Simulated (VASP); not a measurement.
A run of VASP 6.6.1:

INCAR

```
ALGO     = Normal         # electronic algorithm
EDIFF    = 1E-7           # SCF threshold, eV
EDIFFG   = -0.02          # ionic threshold
ENCUT    = 600            # plane-wave cutoff, eV
GGA      = RE             # functional
IBRION   = 2              # ionic algorithm
ISIF     = 3              # what is computed and relaxed
ISMEAR   = -1             # smearing method
IVDW     = 12             # dispersion correction
LASPH    = T              # aspherical terms in the spheres
LCHARG   = F              # write CHGCAR
LREAL    = F              # projectors in reciprocal space
LWAVE    = F              # write WAVECAR
NELM     = 60             # most SCF steps
NSW      = 80             # ionic steps
PREC     = Accurate       # precision mode
SIGMA    = 0.05           # smearing width, eV
```

The input KPOINTS:

```
k-points
0
Gamma
  10 10 6
```

File POSCAR:

```
Ge
1.0
    1.4880529250     -2.5946896100      0.0000000000
    1.4880529250      2.5946896100      0.0000000000
    0.0000000000      0.0000000000      4.7275957900
Ge
2
Direct
    0.3334466300      0.6665533700      0.2500000000
    0.6665533700      0.3334466300      0.7500000000
```

Potentials or basis: VASP PAW PBE potentials, release 64 (Ge_d).

Command:

```console
$ cat potpaw_PBE.64/Ge_d/POTCAR > POTCAR
$ mpirun -np 1 vasp_std > vasp.out
```

Hardware: 1 thread of AMD EPYC 7R13 (shared host).

Q: How long does it take, and how much memory?

A: Run time: 20 min on 1 thread of AMD EPYC 7R13 (shared host), peak memory 0.2 GiB. Counts: scf iterations 97, k points 124, ion steps 14.
